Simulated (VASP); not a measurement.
Set up this calculation in VASP 6.6.1, as the native input.

| Quantity | Value |
| --- | --- |
| Task | density of states |
| Functional | PBE |
| Potentials or basis | VASP PAW PBE potentials, release 64 (Li_sv, Se) |
| Cutoff | 520 eV |
| k mesh | 6 × 6 × 6 |
| Occupations | gaussian, width 0.1 eV |
| Spin | no spin polarisation |
| Dipole correction | no |
| k mesh for the DOS | 9 × 9 × 9 |
| Occupations for the DOS | tetrahedron |
| Further INCAR settings | ALGO = Normal; EDIFF = 1e-07; NBANDS = 28 |

Crystal: LiSe6.

```
CELL_PARAMETERS angstrom
6.73140 0.00000 0.00000
0.00000 6.73140 0.00000
0.00000 0.00000 6.73140
ATOMIC_POSITIONS crystal
Li 0.00000 0.00000 0.00000
Se 0.82920 0.50000 0.50000
Se 0.17080 0.50000 0.50000
Se 0.50000 0.50000 0.82920
Se 0.50000 0.50000 0.17080
Se 0.50000 0.17080 0.50000
Se 0.50000 0.82920 0.50000
```

The input as run:

POSCAR

```
LiSe6
1.0
    6.7314022961      0.0000000000      0.0000000000
    0.0000000000      6.7314022961      0.0000000000
    0.0000000000      0.0000000000      6.7314022961
Li Se
1 6
Direct
    0.0000000000      0.0000000000      0.0000000000
    0.8292030259      0.5000000000      0.5000000000
    0.1707969741      0.5000000000      0.5000000000
    0.5000000000      0.5000000000      0.8292030259
    0.5000000000      0.5000000000      0.1707969741
    0.5000000000      0.1707969741      0.5000000000
    0.5000000000      0.8292030259      0.5000000000
```

INCAR.step1

```
PREC     = Accurate       # precision mode
ENCUT    = 520            # plane-wave cutoff, eV
EDIFF    = 1E-7           # SCF threshold, eV
ISMEAR   = 0              # smearing method
SIGMA    = 0.1            # smearing width, eV
LREAL    = False          # projectors in reciprocal space
LASPH    = True           # aspherical terms in the spheres
NELM     = 100            # most SCF steps
ALGO     = Normal         # electronic algorithm
ISIF     = 2              # what is computed and relaxed
LWAVE    = False          # write WAVECAR
LCHARG   = True           # write CHGCAR
GGA      = PE             # functional
NBANDS   = 28             # bands
```

KPOINTS.step1

```
regular mesh
0
Gamma
  6 6 6
```

INCAR.step2

```
PREC     = Accurate       # precision mode
ENCUT    = 520            # plane-wave cutoff, eV
EDIFF    = 1E-7           # SCF threshold, eV
ISMEAR   = -5             # smearing method
SIGMA    = 0.1            # smearing width, eV
LREAL    = False          # projectors in reciprocal space
LASPH    = True           # aspherical terms in the spheres
NELM     = 100            # most SCF steps
ALGO     = Normal         # electronic algorithm
ISIF     = 2              # what is computed and relaxed
LWAVE    = False          # write WAVECAR
LCHARG   = False          # write CHGCAR
GGA      = PE             # functional
LORBIT   = 11             # projections on sites
NBANDS   = 28             # bands
NEDOS    = 2001           # points of the DOS
ICHARG   = 11             # starting density
```

KPOINTS.step2

```
regular mesh
0
Gamma
  9 9 9
```

Potentials or basis: VASP PAW PBE potentials, release 64 (Li_sv, Se).

Run with:

```bash
$ cat potpaw_PBE.64/Li_sv/POTCAR potpaw_PBE.64/Se/POTCAR > POTCAR
$ cp INCAR.step1 INCAR
$ cp KPOINTS.step1 KPOINTS
$ mpirun -np 1 vasp_std > vasp.out
$ cp INCAR.step2 INCAR
$ cp KPOINTS.step2 KPOINTS
$ mpirun -np 1 vasp_std > vasp.out
```

It gave:

- Valence electrons inside the program's atomic spheres: Li 1.98; Se 3.72

Run time: 8.1 min on 1 thread of AMD EPYC 7R43 64-Core Processor (Zen 3) (shared host), peak memory 0.41 GiB.
